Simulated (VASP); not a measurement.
# CdIn2O4 (Fd-3m) in VASP: relaxation of the atoms with PBE

Aim: the relaxation of the atoms of CdIn2O4 with PBE.

Everything below comes from runs of VASP 6.6.1. Logs are shortened: lines on timing, memory, paths and dates and some standing lists are left out, and cuts for length are marked.

## 1. The cell of the first run

The structure is cubic, space group Fd-3m (No. 227). The conventional cell has a = 9.166 Å, b = 9.166 Å, c = 9.166 Å, α = 90.00°, β = 90.00°, γ = 90.00°. Within 2.8 Å of Cd (site symmetry -43m) lie 4 O at 2.14 Å. In (site symmetry -3m) has 6 O at 2.20 Å within 2.9 Å. O (site symmetry 3m) has 1 Cd at 2.14 Å and 3 In at 2.20 Å within 2.8 Å.

## 2. Relaxation of the atoms, PBE

INCAR reads:

```
PREC     = Accurate       # precision mode
ENCUT    = 520            # plane-wave cutoff, eV
EDIFF    = 1E-7           # SCF threshold, eV
ISMEAR   = -1             # smearing method
SIGMA    = 0.02           # smearing width, eV
LREAL    = False          # projectors in reciprocal space
LASPH    = True           # aspherical terms in the spheres
NELM     = 120            # most SCF steps
ALGO     = Normal         # electronic algorithm
ISIF     = 2              # what is computed and relaxed
LWAVE    = False          # write WAVECAR
LCHARG   = False          # write CHGCAR
GGA      = PE             # functional
IBRION   = 2              # ionic algorithm
NSW      = 80             # ionic steps
EDIFFG   = -0.02          # ionic threshold
GGA_COMPAT= False        
NELMIN   = 4            
KPAR     = 4
```

KPOINTS reads:

```
Automatic mesh
0
Gamma
  4 4 4
```

POSCAR reads:

```
CdIn2O4
1.0
    0.0000000000      4.5830000000      4.5830000000
    4.5830000000      0.0000000000      4.5830000000
    4.5830000000      4.5830000000      0.0000000000
Cd In O
2 4 8
Direct
    0.5000000000      0.5000000000      0.5000000000
    0.7500000000      0.7500000000      0.7500000000
    0.1250000000      0.1250000000      0.1250000000
    0.6250000000      0.1250000000      0.1250000000
    0.1250000000      0.1250000000      0.6250000000
    0.1250000000      0.6250000000      0.1250000000
    0.3650000000      0.3650000000      0.3650000000
    0.3450000000      0.8850000000      0.8850000000
    0.3650000000      0.3650000000      0.9050000000
    0.8850000000      0.3450000000      0.8850000000
    0.9050000000      0.3650000000      0.3650000000
    0.8850000000      0.8850000000      0.8850000000
    0.3650000000      0.9050000000      0.3650000000
    0.8850000000      0.8850000000      0.3450000000
```

Potentials or basis: VASP PAW PBE potentials, release 64 (Cd, In_d, O).

Started as:

```console
cat potpaw_PBE.64/Cd/POTCAR potpaw_PBE.64/In_d/POTCAR potpaw_PBE.64/O/POTCAR > POTCAR
mpirun -np 4 vasp_std > vasp.out
```

OUTCAR:

```text
PREC = Accurate
   ENCUT = 520
   EDIFF = 1E-7
   ISMEAR = -1
   LREAL = False
   LASPH = True
   NELM = 120
   ISIF = 2
   GGA = PE
   IBRION = 2
   NSW = 80
   EDIFFG = -0.02
   NELMIN = 4

 ion  position               nearest neighbor table
   1  0.500  0.500  0.500-   7 2.14   9 2.14  11 2.14  13 2.14   4 3.80   6 3.80   3 3.80   3 3.80
                             5 3.80   6 3.80   3 3.80   4 3.80   5 3.80   5 3.80   6 3.80   4 3.80
   2  0.750  0.750  0.750-  12 2.14  10 2.14   8 2.14  14 2.14   4 3.80   6 3.80   3 3.80   3 3.80
                             4 3.80   5 3.80   3 3.80   5 3.80   6 3.80   5 3.80   6 3.80   4 3.80
   3  0.125  0.125  0.125-   8 2.20   9 2.20  10 2.20  11 2.20  13 2.20  14 2.20   4 3.24   5 3.24
                             6 3.24   5 3.24   6 3.24   4 3.24   1 3.80   2 3.80   1 3.80   2 3.80
   4  0.625  0.125  0.125-   9 2.20  10 2.20  13 2.20  14 2.20   7 2.20  12 2.20   3 3.24   5 3.24
                             6 3.24   3 3.24   5 3.24   6 3.24   1 3.80   2 3.80   2 3.80   1 3.80
   5  0.125  0.125  0.625-   8 2.20  10 2.20  11 2.20  13 2.20  12 2.20   7 2.20   3 3.24   3 3.24
                             4 3.24   6 3.24   6 3.24   4 3.24   1 3.80   2 3.80   1 3.80   2 3.80
   6  0.125  0.625  0.125-   8 2.20   9 2.20  11 2.20  14 2.20  12 2.20   7 2.20   3 3.24   5 3.24
                             3 3.24   4 3.24   5 3.24   4 3.24   1 3.80   2 3.80   1 3.80   2 3.80
   7  0.365  0.365  0.365-   1 2.14   4 2.20   5 2.20   6 2.20
   8  0.345  0.885  0.885-   2 2.14   5 2.20   6 2.20   3 2.20
   9  0.365  0.365  0.905-   1 2.14   4 2.20   6 2.20   3 2.20
  10  0.885  0.345  0.885-   2 2.14   4 2.20   5 2.20   3 2.20
  11  0.905  0.365  0.365-   1 2.14   5 2.20   6 2.20   3 2.20
  12  0.885  0.885  0.885-   2 2.14   4 2.20   5 2.20   6 2.20
  13  0.365  0.905  0.365-   1 2.14   4 2.20   5 2.20   3 2.20
  14  0.885  0.885  0.345-   2 2.14   4 2.20   6 2.20   3 2.20

  LATTYP: Found a face centered cubic cell.
 ALAT       =     9.1660000000

  Lattice vectors:

 A1 = (   0.0000000000,   4.5830000000,   4.5830000000)
 A2 = (   4.5830000000,   0.0000000000,   4.5830000000)
 A3 = (   4.5830000000,   4.5830000000,   0.0000000000)

Analysis of symmetry for initial positions (statically):
=====================================================================
 Subroutine PRICEL returns:
 Original cell was already a primitive cell.

 Routine SETGRP: Setting up the symmetry group for a
 face centered cubic supercell.

 Subroutine GETGRP returns: Found 48 space group operations
 (whereof 24 operations were pure point group operations)
 out of a pool of 48 trial point group operations.

The static configuration has the point symmetry T_d .
 The point group associated with its full space group is O_h .

Analysis of symmetry for dynamics (positions and initial velocities):
=====================================================================
 Subroutine PRICEL returns:
 Original cell was already a primitive cell.

 Routine SETGRP: Setting up the symmetry group for a
 face centered cubic supercell.
[... 111 lines left out ...]
   ENCUT  =  520.0 eV  38.22 Ry    6.18 a.u.  12.05 12.05 12.05*2*pi/ulx,y,z
   NELM   =    120;   NELMIN=  4; NELMDL= -5     # of ELM steps
   EDIFF  = 0.1E-06   stopping-criterion for ELM
   LREAL  =      F    real-space projection
   EDIFFG = -.2E-01   stopping-criterion for IOM
   NSW    =     80    number of steps for IOM
   IBRION =      2    ionic relax: 0-MD 1-quasi-New 2-CG
   NFREE  =      1    steps in history (QN), initial steepest desc. (CG)
   ISIF   =      2    stress and relaxation
   ISYM   =      2    0-nonsym 1-usesym 2-fastsym
   POTIM  = 0.5000    time-step for ionic-motion
   TEBEG  =    0.0;   TEEND  =   0.0 temperature during run
   PSTRESS=    0.0 pullay stress
   NELECT =     124.0000    total number of electrons
   NUPDOWN=      -1.0000    fix difference up-down
   EMIN   =  10.00;   EMAX   =-10.00  energy-range for DOS
   EFERMI =   0.00;   METHOD = LEGACY
   ISMEAR =    -1;   SIGMA  =   0.02  broadening in eV -4-tet -1-fermi 0-gaus
   EFERMI_NEDOS =   21; number of points for ismear=-14 and -15
   IALGO  =     38    algorithm
   IMIX   =      4    mixing-type and parameters
     AMIX     =   0.40;   BMIX     =  1.00
     AMIX_MAG =   1.60;   BMIX_MAG =  1.00
  volume/ion in A,a.u.               =      13.75        92.80
  Fermi-wavevector in a.u.,A,eV,Ry     =   1.413803  2.671700 27.195851  1.998839
  Thomas-Fermi vector in A             =   2.535411
   LORBIT       =      0    0 simple, 1 ext, 2 COOP (PROOUT), +10 PAW based schemes
   GGA     = PE    functional components
   LHFCALC =     F    Hartree Fock is set to
   AEXX    =    0.0000 exact exchange contribution
   IVDW    =     0    specifies the selected vdW correction
   LEPSILON=     F    determine dielectric tensor
   LRPA    =     F    only Hartree local field effects (RPA)
 conjugate gradient relaxation of ions
 non-spin polarized calculation
  energy-cutoff  :      520.00
  volume of cell :      192.52
 maximum number of plane-waves:      5218
   NGX = 25   NGY = 25   NGZ = 25

--------------------------------------- Ionic step        1  -------------------------------------------

 number of electron     124.0000032 magnetization

 Free energy of the ion-electron system (eV)
  ---------------------------------------------------
  ext. energy  EPLUGINS =         0.00000000
  ---------------------------------------------------
  free energy    TOTEN  =       -71.29944486 eV

  energy without entropy =      -71.29944486  energy(sigma->0) =      -71.29944486

------------------------ aborting loop because EDIFF is reached ----------------------------------------

  FORCE on cell =-STRESS in cart. coord.  units (eV):
  Direction    XX          YY          ZZ          XY          YZ          ZX
  --------------------------------------------------------------------------------------
  -------------------------------------------------------------------------------------
  Total        8.2287426      8.2287426      8.2287426      0.0000000      0.0000000      0.0000000
  in kB       68.4801169     68.4801169     68.4801169      0.0000000      0.0000000      0.0000000
  external PRESSURE =      68.4801169 kB  Pullay stress =       0.0000000 kB
[... 83 lines left out ...]
--------------------------------------- Ionic step        3  -------------------------------------------

 number of electron     123.9999994 magnetization

 Free energy of the ion-electron system (eV)
  ---------------------------------------------------
  ext. energy  EPLUGINS =         0.00000000
  ---------------------------------------------------
  free energy    TOTEN  =       -71.43893917 eV

  energy without entropy =      -71.43893917  energy(sigma->0) =      -71.43893917

 E-fermi :   4.1920     XC(G=0): -10.8083

 val. band max:        3.6393078918   @ k =   0.5000   0.0000   0.0000
 cond. band min:       4.7434469063   @ k =   0.0000   0.0000   0.0000
 fundamental gap:      1.1041390145
 Fermi energy:         4.1920343055

 k-point     1 :       0.0000    0.0000    0.0000
  band No.  band energies     occupation
      1     -13.8128      2.00000
      2     -13.2075      2.00000
      3     -13.2075      2.00000
      4     -13.2075      2.00000
      5     -12.9059      2.00000
      6     -12.6750      2.00000
[... 646 lines left out ...]
  FREE ENERGIE OF THE ION-ELECTRON SYSTEM (eV)
  ---------------------------------------------------
  free  energy   TOTEN  =       -71.4389391715 eV

  energy  without entropy=      -71.4389391715  energy(sigma->0) =      -71.43893917

 reached required accuracy - stopping structural energy minimisation
```

CONTCAR:

```text
CdIn2O4
   1.00000000000000
     0.0000000000000000    4.5830000000000002    4.5830000000000002
     4.5830000000000002    0.0000000000000000    4.5830000000000002
     4.5830000000000002    4.5830000000000002    0.0000000000000000
  Cd              In              O
     2     4     8
Direct
[... 18 lines left out ...]
  0.00000000E+00  0.00000000E+00  0.00000000E+00
  0.00000000E+00  0.00000000E+00  0.00000000E+00
  0.00000000E+00  0.00000000E+00  0.00000000E+00
  0.00000000E+00  0.00000000E+00  0.00000000E+00
  0.00000000E+00  0.00000000E+00  0.00000000E+00
  0.00000000E+00  0.00000000E+00  0.00000000E+00
  0.00000000E+00  0.00000000E+00  0.00000000E+00
  0.00000000E+00  0.00000000E+00  0.00000000E+00
  0.00000000E+00  0.00000000E+00  0.00000000E+00
  0.00000000E+00  0.00000000E+00  0.00000000E+00
  0.00000000E+00  0.00000000E+00  0.00000000E+00
```

It took 76 s on 4 MPI ranks of Intel Xeon Platinum 8488C (Sapphire Rapids), shared host; peak memory 0.39 GiB.

Results:

```yaml
Free_energy: -71.4389 eV
Energy_gained_by_relaxing: 10.0 meV/atom
Ionic_steps: 3
Pressure_after_relaxing: 7.7 GPa
Band_gap_on_the_k_mesh: 1.10 eV, indirect (least direct gap 1.16 eV)
```

The path:
| step | energy change (eV) | largest force (eV/Å) | pressure (GPa) |
| --- | --- | --- | --- |
| 1 | 0.0000 | 0.8816 | 6.85 |
| 2 | -0.1389 | 0.0585 | 7.80 |
| 3 | -0.1395 | 0.0001 | 7.73 |

Final structure:
```cif
data_structure
_symmetry_space_group_name_H-M 'P 1'
_symmetry_Int_Tables_number 1
_cell_length_a 6.4813
_cell_length_b 6.4813
_cell_length_c 6.4813
_cell_angle_alpha 60.000
_cell_angle_beta 60.000
_cell_angle_gamma 60.000
_cell_volume 192.52
loop_
_atom_site_label
_atom_site_type_symbol
_atom_site_fract_x
_atom_site_fract_y
_atom_site_fract_z
_atom_site_occupancy
Cd1 Cd 0.50000 0.50000 0.50000 1
Cd2 Cd 0.75000 0.75000 0.75000 1
In1 In 0.12500 0.12500 0.12500 1
In2 In 0.62500 0.12500 0.12500 1
In3 In 0.12500 0.12500 0.62500 1
In4 In 0.12500 0.62500 0.12500 1
O1 O 0.36249 0.36249 0.36249 1
O2 O 0.33747 0.88751 0.88751 1
O3 O 0.36249 0.36249 0.91253 1
O4 O 0.88751 0.33747 0.88751 1
O5 O 0.91253 0.36249 0.36249 1
O6 O 0.88751 0.88751 0.88751 1
O7 O 0.36249 0.91253 0.36249 1
O8 O 0.88751 0.88751 0.33747 1
```

Levels at points of the mesh, in eV from the valence-band top:
```tsv
k point	band 58	band 59	band 60	band 61	band 62	band 63	band 64	band 65	band 66	band 67
(0.00, 0.00, 0.00)	-0.12	-0.12	-0.12	-0.06	-0.06	1.10	5.16	5.76	5.76	5.76
(0.50, 0.00, 0.00)	-0.36	-0.30	-0.30	0.00	0.00	3.81	4.00	6.09	6.65	6.66
(0.50, 0.50, 0.00)	-0.72	-0.21	-0.21	-0.09	-0.09	4.61	4.61	6.13	6.13	6.67
```

Caveat: spin-orbit coupling is left out, which moves the levels of the heavy elements.
